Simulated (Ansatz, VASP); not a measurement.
**Zr: VASP beside Ansatz**

```
CELL_PARAMETERS angstrom
0.00000 2.26993 2.26993
2.26993 0.00000 2.26993
2.26993 2.26993 0.00000
ATOMIC_POSITIONS crystal
Zr 0.00000 0.00000 0.00000
```

Alike in both runs: task single point; functional revPBE; dispersion D4; k mesh 10 × 10 × 10; occupations methfessel-paxton of order 1, width 0.1 eV; non-collinear spin, spin-orbit coupling.

```csv
,VASP,Ansatz
version,VASP 6.6.1,Ansatz 0.2.0
potentials or method,"VASP PAW PBE potentials, release 64 (Zr_sv)",Ansatz PAW
plane-wave cutoff (eV),520,420
valence electrons in the cell,12,12
```

```tsv
	VASP	Ansatz	Ansatz less VASP
pressure (GPa)	-0.9	-0.8	+0.04
```

VASP's potentials were made for PBE, not for revPBE.
